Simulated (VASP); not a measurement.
# W7Au (Im-3m) in VASP: a series of runs

Runs on W7Au. Level: PBE. Tasks: single point, relaxation of cell and atoms.

All numbers are computed with VASP 6.6.1; they aren't measurements. Logs are shortened: lines on timing, memory, paths and dates and some standing lists are left out, and cuts for length are marked.

## (1) The cell of the first run

It takes space group Im-3m (No. 229, cubic). The conventional cell has a = 6.394 Å, b = 6.394 Å, c = 6.394 Å, α = 90.00°, β = 90.00°, γ = 90.00°. Within 3.6 Å of W (site symmetry 4/mmm) lie 12 W at 2.77 to 3.20 Å and 2 Au at 3.20 Å. W (site symmetry -3m) has 12 W at 2.77 to 3.20 Å and 2 Au at 2.77 Å within 3.6 Å. Within 3.6 Å of Au (site symmetry m-3m) lie 14 W at 2.77 to 3.20 Å.

The cell was built from a structure type or drawn by symmetry, and may not be a known phase.

## (2) Single point, PBE

INCAR

```
ALGO = Fast
EDIFF = 1E-7
ENCUT = 520
GGA = PE
ISIF = 2
ISMEAR = 0
LASPH = True
LCHARG = False
LREAL = False
LWAVE = False
NBANDS = 64
NELM = 60
PREC = Accurate
SIGMA = 0.1
```

KPOINTS

```
k-points
0
Gamma
  4 4 4
```

POSCAR

```
W7Au
1.0
   -3.1970284533      3.1970284533      3.1970284533
    3.1970284533     -3.1970284533      3.1970284533
    3.1970284533      3.1970284533     -3.1970284533
W Au
7 1
Direct
    0.0000000000      0.5000000000      0.5000000000
    0.5000000000      0.5000000000      0.0000000000
    0.5000000000      0.0000000000      0.5000000000
    0.0000000000      0.0000000000      0.5000000000
    0.0000000000      0.5000000000      0.0000000000
    0.5000000000      0.0000000000      0.0000000000
    0.5000000000      0.5000000000      0.5000000000
    0.0000000000      0.0000000000      0.0000000000
```

Potentials or basis: VASP PAW PBE potentials, release 64 (W_sv, Au).

Command:

```console
$ cat potpaw_PBE.64/W_sv/POTCAR potpaw_PBE.64/Au/POTCAR > POTCAR
$ mpirun -np 1 vasp_std > vasp.out
```

OUTCAR:

```text
EDIFF = 1E-7
   ENCUT = 520
   GGA = PE
   ISIF = 2
   ISMEAR = 0
   LASPH = True
   LREAL = False
   NELM = 60
   PREC = Accurate

 ion  position               nearest neighbor table
   1  0.000  0.500  0.500-   4 2.77   5 2.77   6 2.77   7 2.77   5 2.77   4 2.77   7 2.77   6 2.77
                             3 3.20   8 3.20   8 3.20   2 3.20   3 3.20   2 3.20
   2  0.500  0.500  0.000-   4 2.77   5 2.77   6 2.77   7 2.77   7 2.77   6 2.77   5 2.77   4 2.77
                             3 3.20   3 3.20   8 3.20   1 3.20   8 3.20   1 3.20
   3  0.500  0.000  0.500-   4 2.77   5 2.77   6 2.77   7 2.77   6 2.77   7 2.77   4 2.77   5 2.77
                             2 3.20   2 3.20   8 3.20   8 3.20   1 3.20   1 3.20
   4  0.000  0.000  0.500-   1 2.77   2 2.77   3 2.77   8 2.77   8 2.77   1 2.77   3 2.77   2 2.77
                             7 3.20   5 3.20   5 3.20   6 3.20   7 3.20   6 3.20
   5  0.000  0.500  0.000-   1 2.77   2 2.77   3 2.77   8 2.77   1 2.77   8 2.77   2 2.77   3 2.77
                             7 3.20   4 3.20   4 3.20   7 3.20   6 3.20   6 3.20
   6  0.500  0.000  0.000-   1 2.77   2 2.77   3 2.77   8 2.77   3 2.77   2 2.77   8 2.77   1 2.77
                             7 3.20   7 3.20   4 3.20   4 3.20   5 3.20   5 3.20
   7  0.500  0.500  0.500-   1 2.77   2 2.77   3 2.77   8 2.77   2 2.77   3 2.77   1 2.77   8 2.77
                             6 3.20   6 3.20   4 3.20   5 3.20   4 3.20   5 3.20
   8  0.000  0.000  0.000-   4 2.77   5 2.77   6 2.77   7 2.77   4 2.77   5 2.77   6 2.77   7 2.77
                             3 3.20   1 3.20   1 3.20   3 3.20   2 3.20   2 3.20

  LATTYP: Found a body centered cubic cell.
 ALAT       =     6.3940569066

  Lattice vectors:

 A1 = (  -3.1970284533,   3.1970284533,   3.1970284533)
 A2 = (   3.1970284533,  -3.1970284533,   3.1970284533)
 A3 = (   3.1970284533,   3.1970284533,  -3.1970284533)

Analysis of symmetry for initial positions (statically):
=====================================================================
 Subroutine PRICEL returns:
 Original cell was already a primitive cell.

 Routine SETGRP: Setting up the symmetry group for a
 body centered cubic supercell.

 Subroutine GETGRP returns: Found 48 space group operations
 (whereof 48 operations were pure point group operations)
 out of a pool of 48 trial point group operations.

The static configuration has the point symmetry O_h .

Analysis of symmetry for dynamics (positions and initial velocities):
=====================================================================
 Subroutine PRICEL returns:
 Original cell was already a primitive cell.

 Routine SETGRP: Setting up the symmetry group for a
 body centered cubic supercell.

 Subroutine GETGRP returns: Found 48 space group operations
 (whereof 48 operations were pure point group operations)
 out of a pool of 48 trial point group operations.

The dynamic configuration has the point symmetry O_h .

 Subroutine INISYM returns: Found 48 space group operations
 (whereof 48 operations are pure point group operations),
 and found     1 'primitive' translations

----------------------------------------------------------------------------------------

                                     Primitive cell

  volume of cell :     130.7072

  direct lattice vectors                    reciprocal lattice vectors
    -3.197028453  3.197028453  3.197028453     0.000000000  0.156395230  0.156395230
     3.197028453 -3.197028453  3.197028453     0.156395230  0.000000000  0.156395230
     3.197028453  3.197028453 -3.197028453     0.156395230  0.156395230  0.000000000

  length of vectors
     5.537415714  5.537415714  5.537415714     0.221176255  0.221176255  0.221176255

  position of ions in fractional coordinates (direct lattice)
     0.000000000  0.500000000  0.500000000
     0.500000000  0.500000000  0.000000000
     0.500000000  0.000000000  0.500000000
     0.000000000  0.000000000  0.500000000
     0.000000000  0.500000000  0.000000000
     0.500000000  0.000000000  0.000000000
     0.500000000  0.500000000  0.500000000
     0.000000000  0.000000000  0.000000000

  ion indices of the primitive-cell ions
   primitive index   ion index
                 1           1
                 2           2
                 3           3
                 4           4
                 5           5
                 6           6
                 7           7
                 8           8

----------------------------------------------------------------------------------------

 KPOINTS: k-points

Automatic generation of k-mesh.
 Grid dimensions read from file:
 generate k-points for:    4    4    4

 Generating k-lattice:

  Cartesian coordinates                     Fractional coordinates (reciprocal lattice)
     0.000000000  0.039098807  0.039098807     0.250000000  0.000000000  0.000000000
     0.039098807  0.000000000  0.039098807     0.000000000  0.250000000  0.000000000
     0.039098807  0.039098807  0.000000000     0.000000000  0.000000000  0.250000000

  Length of vectors
     0.055294064  0.055294064  0.055294064

  Shift w.r.t. Gamma in fractional coordinates (k-lattice)
     0.000000000  0.000000000  0.000000000

 Subroutine IBZKPT returns following result:
 ===========================================

 Found      8 irreducible k-points:

 Following reciprocal coordinates:
            Coordinates               Weight
  0.000000  0.000000  0.000000      1.000000
  0.250000  0.000000  0.000000     12.000000
  0.500000  0.000000  0.000000      6.000000
  0.250000  0.250000  0.000000     24.000000
  0.250000  0.250000  0.250000      2.000000
 -0.250000  0.250000  0.250000      6.000000
  0.500000  0.500000  0.250000     12.000000
  0.500000  0.500000  0.500000      1.000000
   k-points           NKPTS =      8   k-points in BZ     NKDIM =      8   number of bands    NBANDS=     64
   number of dos      NEDOS =    301   number of ions     NIONS =      8
   total plane-waves  NPLWV =  74088
   dimension x,y,z NGX =    42 NGY =   42 NGZ =   42
   dimension x,y,z NGXF=    84 NGYF=   84 NGZF=   84
   ions per type =               7   1
   NGX,Y,Z   is equivalent  to a cutoff of  12.61, 12.61, 12.61 a.u.
   NGXF,Y,Z  is equivalent  to a cutoff of  25.22, 25.22, 25.22 a.u.
 SYSTEM =  unknown system
   PREC   = accura    normal or accurate (medium, high low for compatibility)
   ISTART =      0    job   : 0-new  1-cont  2-samecut
   ICHARG =      2    charge: 1-file 2-atom 10-const
   ISPIN  =      1    spin polarized calculation?
   LNONCOLLINEAR =      F non collinear calculations
   LSORBIT =      F    spin-orbit coupling
   LASPH  =      T    aspherical Exc in radial PAW
   ENCUT  =  520.0 eV  38.22 Ry    6.18 a.u.  10.30 10.30 10.30*2*pi/ulx,y,z
   NELM   =     60;   NELMIN=  2; NELMDL= -5     # of ELM steps
   EDIFF  = 0.1E-06   stopping-criterion for ELM
   LREAL  =      F    real-space projection
   EDIFFG = 0.1E-05   stopping-criterion for IOM
   NSW    =      0    number of steps for IOM
   IBRION =     -1    ionic relax: 0-MD 1-quasi-New 2-CG
   NFREE  =      0    steps in history (QN), initial steepest desc. (CG)
   ISIF   =      2    stress and relaxation
   ISYM   =      2    0-nonsym 1-usesym 2-fastsym
   POTIM  = 0.5000    time-step for ionic-motion
   TEBEG  =    0.0;   TEEND  =   0.0 temperature during run
   PSTRESS=    0.0 pullay stress
   NELECT =     109.0000    total number of electrons
   NUPDOWN=      -1.0000    fix difference up-down
   EMIN   =  10.00;   EMAX   =-10.00  energy-range for DOS
   EFERMI =   0.00;   METHOD = LEGACY
   ISMEAR =     0;   SIGMA  =   0.10  broadening in eV -4-tet -1-fermi 0-gaus
   EFERMI_NEDOS =   21; number of points for ismear=-14 and -15
   IALGO  =     68    algorithm
   IMIX   =      4    mixing-type and parameters
     AMIX     =   0.40;   BMIX     =  1.00
     AMIX_MAG =   1.60;   BMIX_MAG =  1.00
  volume/ion in A,a.u.               =      16.34       110.26
  Fermi-wavevector in a.u.,A,eV,Ry     =   1.540933  2.911942 32.306698  2.374475
  Thomas-Fermi vector in A             =   2.646950
   LORBIT       =      0    0 simple, 1 ext, 2 COOP (PROOUT), +10 PAW based schemes
   GGA     = PE    functional components
   LHFCALC =     F    Hartree Fock is set to
   AEXX    =    0.0000 exact exchange contribution
   IVDW    =     0    specifies the selected vdW correction
   LEPSILON=     F    determine dielectric tensor
   LRPA    =     F    only Hartree local field effects (RPA)
 non-spin polarized calculation
 RMM-DIIS sequential band-by-band and
 Gauss-broadening in eV      SIGMA  =   0.10
  energy-cutoff  :      520.00
  volume of cell :      130.71
 maximum number of plane-waves:      3564
 NGX is ok and might be reduce to    42
   NGX = 21   NGY = 21   NGZ = 21

 number of electron     108.9999998 magnetization

 Free energy of the ion-electron system (eV)
  ---------------------------------------------------
  ext. energy  EPLUGINS =         0.00000000
  ---------------------------------------------------
  free energy    TOTEN  =       -91.96037141 eV

  energy without entropy =      -91.92766390  energy(sigma->0) =      -91.94401766

 E-fermi :  10.9457     XC(G=0): -13.4190

 val. band max:       10.9424213371   @ k =   0.5000   0.5000   0.2500
 cond. band min:      10.9811538597   @ k =   0.2500   0.2500   0.0000
 fundamental gap:      0.0387325226
 Fermi energy:        10.9456602431

 k-point     1 :       0.0000    0.0000    0.0000
  band No.  band energies     occupation
      1     -63.2442      2.00000
      2     -63.1470      2.00000
      3     -63.1470      2.00000
      4     -63.1470      2.00000
      5     -63.1386      2.00000
      6     -63.1386      2.00000
[... 56 lines left out ...]
     63      14.0008      0.00000
     64      14.0420      0.00000

 k-point     2 :       0.2500    0.0000    0.0000
  band No.  band energies     occupation
      1     -63.2297      2.00000
      2     -63.1577      2.00000
      3     -63.1470      2.00000
      4     -63.1469      2.00000
      5     -63.1386      2.00000
      6     -63.1316      2.00000
[... 458 lines left out ...]
     63      11.7846      0.00000
     64      12.3343      0.00000

------------------------ aborting loop because EDIFF is reached ----------------------------------------

  FORCE on cell =-STRESS in cart. coord.  units (eV):
  Direction    XX          YY          ZZ          XY          YZ          ZX
  --------------------------------------------------------------------------------------
  -------------------------------------------------------------------------------------
  Total        0.1053300      0.1053300      0.1053300      0.0000000      0.0000000      0.0000000
  in kB        1.2911102      1.2911102      1.2911102      0.0000000      0.0000000      0.0000000
  external PRESSURE =       1.2911102 kB  Pullay stress =       0.0000000 kB

 VOLUME and BASIS-vectors are now :
 -----------------------------------------------------------------------------
  energy-cutoff  :      520.00
  volume of cell :      130.71
      direct lattice vectors                 reciprocal lattice vectors
    -3.197028453  3.197028453  3.197028453     0.000000000  0.156395230  0.156395230
     3.197028453 -3.197028453  3.197028453     0.156395230  0.000000000  0.156395230
     3.197028453  3.197028453 -3.197028453     0.156395230  0.156395230  0.000000000

 POSITION                                       TOTAL-FORCE (eV/Angst)
 -----------------------------------------------------------------------------------
      3.19703      0.00000      0.00000        -0.000000      0.000000     -0.000000
      0.00000      0.00000      3.19703        -0.000000      0.000000     -0.000000
      0.00000      3.19703      0.00000         0.000000     -0.000000      0.000000
      1.59851      1.59851     -1.59851        -0.000000      0.000000     -0.000000
      1.59851     -1.59851      1.59851        -0.000000     -0.000000      0.000000
     -1.59851      1.59851      1.59851        -0.000000     -0.000000     -0.000000
      1.59851      1.59851      1.59851         0.000000     -0.000000      0.000000
      0.00000      0.00000      0.00000         0.000000     -0.000000      0.000000
 -----------------------------------------------------------------------------------
    total drift:                               -0.000000     -0.000000      0.000000

  FREE ENERGIE OF THE ION-ELECTRON SYSTEM (eV)
  ---------------------------------------------------
  free  energy   TOTEN  =       -91.9603714108 eV

  energy  without entropy=      -91.9276639037  energy(sigma->0) =      -91.94401766
```

It took 3.1 min on 1 thread of Intel Xeon 8259CL, shared host; peak memory 0.28 GiB.

Results:

```yaml
Free_energy: -91.9604 eV
Pressure: 0.1 GPa
Band_gap_on_the_k_mesh: zero (an odd number of electrons rules out a gap without spin polarisation)
```

Caveat: spin-orbit coupling is left out, which moves the levels of the heavy elements.

(Part 1 of 2 ends here.)
